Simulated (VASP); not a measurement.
Ga: single point with PBE

Crystal: Ga.

```xyz
1
Lattice="-1.6884 1.6884 1.6884 1.6884 -1.6884 1.6884 1.6884 1.6884 -1.6884" Properties=species:S:1:pos:R:3 pbc="T T T"
Ga    0.0000    0.0000    0.0000
```

| Property | Result |
| --- | --- |
| Program | VASP 6.6.1 |
| Task | single point |
| Functional | PBE |
| Potentials or basis | VASP PAW PBE potentials, release 64 (Ga_d) |
| Cutoff | 520 eV |
| k mesh | 16 × 16 × 16 |
| Occupations | gaussian, width 0.1 eV |
| Spin | no spin polarisation |

```json
{
 "Pressure": "0.0 GPa"
}
```

Levels at points of the mesh, in eV from the Fermi level:
```tsv
k point	band 2	band 3	band 4	band 5	band 6	band 7	band 8	band 9	band 10	band 11
(0.00, 0.00, 0.00)	-14.92	-14.92	-14.75	-14.75	-10.90	12.31	12.31	12.31	16.96	16.96
(0.50, 0.00, 0.00)	-14.98	-14.76	-14.74	-14.63	-4.49	-3.65	6.90	8.92	11.33	11.58
(0.50, 0.50, 0.50)	-15.02	-14.66	-14.66	-14.66	1.28	1.60	1.60	1.60	5.73	5.73
```

Wall time 20 s on 1 thread of Intel(R) Xeon(R) Platinum 8259CL CPU @ 2.50GHz (Skylake/Cascade Lake), on a shared host, peak memory 0.16 GiB.
